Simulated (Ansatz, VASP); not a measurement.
# SnTe: VASP beside Ansatz

File INCAR:

```
SYSTEM = SnTe
ALGO = Normal ; EDIFF = 1E-6
ENCUT = 520 ; GGA = PE
ISIF = 2 ; ISMEAR = -1
LASPH = .True. ; LCHARG = .False.
LREAL = .False. ; LWAVE = .False.
NBANDS = 17 ; NELM = 60
PREC = Accurate ; SIGMA = 0.08
```

KPOINTS

```
k-points
0
Gamma
  12 12 12
  0 0 0
```

The input POSCAR:

```
SnTe
1.0
    0.0000000000      3.5326616253      3.5326616253
    3.5326616253      0.0000000000      3.5326616253
    3.5326616253      3.5326616253      0.0000000000
Sn Te
1 1
Direct
    0.0000000000      0.0000000000      0.0000000000
    0.2500000000      0.2500000000      0.2500000000
```

Input for Ansatz:

```yaml
crystal:
  lattice:
    - [0.0, 3.5326616253, 3.5326616253]
    - [3.5326616253, 0.0, 3.5326616253]
    - [3.5326616253, 3.5326616253, 0.0]
  atoms:
    - { symbol: Sn, position: [0.0, 0.0, 0.0] }
    - { symbol: Te, position: [0.25, 0.25, 0.25] }
kpoints:
  mp_grid: { grid: [12, 12, 12] }
scf:
  occupations: { method: fermi_dirac, width: 0.08 }
hamiltonian:
  xc: pbe
  pseudopotentials: { kind: all_electron, lapw: { basis_error: 0.001 } }
output:
  forces: true
  stress: true
  eigenvalues: true
  populations: true
```

Change from the starting cell: volume scaled by 0.94, LAPW.

Alike in both runs: task single point; functional PBE; k mesh 12 × 12 × 12; occupations fermi-dirac, width 0.08 eV; no spin polarisation.

|  | VASP | Ansatz |
| --- | --- | --- |
| version | VASP 6.6.1 | Ansatz 0.2.0 |
| potentials or method | VASP PAW PBE potentials, release 64 (Sn_d, Te), cutoff 520 eV | all-electron LAPW, scalar-relativistic |

```tsv
	VASP	Ansatz	Ansatz less VASP
pressure (GPa)	1.7	1.7	+0.04
```

Ansatz ran all-electron here, and VASP with PAW potentials.

Spin-orbit coupling is off throughout.
